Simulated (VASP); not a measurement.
Set up this calculation in VASP 6.6.1, as the native input.

```
Task                   : single point
Functional             : PBEsol
Potentials or basis    : VASP PAW PBE potentials, release 64 (Eu, S)
Cutoff                 : 600 eV
k mesh                 : 7 × 7 × 7
Occupations            : fermi-dirac, width 0.3 eV
Spin                   : collinear spin, ferromagnetic start
Starting moments       : [4.9, 0.0] μB
Hubbard terms          : Eu f U = 1.5 eV
Dipole correction      : no
Further INCAR settings : ALGO = Normal; EDIFF = 1e-06; NBANDS = 22
```

The structure of EuS lies in POSCAR:

```
EuS
1.0
    0.0000000000      2.9785000000      2.9785000000
    2.9785000000      0.0000000000      2.9785000000
    2.9785000000      2.9785000000      0.0000000000
Eu S
1 1
Direct
    0.0000000000      0.0000000000      0.0000000000
    0.5000000000      0.5000000000      0.5000000000
```

These files were run (other wordings do the same):

INCAR

```
SYSTEM = EuS
PREC     = Accurate       ! precision mode
ENCUT    = 600            ! plane-wave cutoff, eV
EDIFF    = 1E-6           ! SCF threshold, eV
ISMEAR   = -1             ! smearing method
SIGMA    = 0.3            ! smearing width, eV
LREAL    = .FALSE.        ! projectors in reciprocal space
LASPH    = .TRUE.         ! aspherical terms in the spheres
NELM     = 200            ! most SCF steps
ALGO     = Normal         ! electronic algorithm
ISIF     = 2              ! what is computed and relaxed
LWAVE    = .FALSE.        ! write WAVECAR
LCHARG   = .FALSE.        ! write CHGCAR
ISPIN    = 2              ! spin polarisation
MAGMOM   = 4.9 0          ! initial moments
LORBIT   = 11             ! projections on sites
LMAXMIX  = 6              ! l up to which the mixer works
LDAU     = .TRUE.         ! DFT+U
LDAUTYPE = 2            
LDAUL    = 3 -1           ! shell
LDAUU    = 1.5 0          ! U, eV
LDAUJ    = 0 0          
LDAUPRINT= 1            
GGA      = PS             ! functional
NBANDS   = 22             ! bands
GGA_COMPAT= .FALSE.
```

KPOINTS

```
Automatic mesh
0
G
  7 7 7
  0 0 0
```

Potentials or basis: VASP PAW PBE potentials, release 64 (Eu, S).

Command:

```console
$ cat potpaw_PBE.64/Eu/POTCAR potpaw_PBE.64/S/POTCAR > POTCAR
$ mpirun -np 1 vasp_std > vasp.out
```

It gave:

- Pressure: -5.2 GPa
- Net moment: 6.87 μB per cell
- Site moments: Eu +6.56; S -0.06 μB
- Valence electrons inside the program's atomic spheres: Eu 14.69; S 3.71

Caveat: the cell stands under tension; so wide a smearing shifts energies and pressures; the PAW data sets were made with another functional, which shifts forces and pressure a little; a cell with one magnetic atom can't hold antiferromagnetic order, which such compounds often take.

Wall time 94 s on 1 thread of AMD EPYC 7R43 64-Core Processor (Zen 3), with other jobs on the host, peak memory 0.24 GiB.
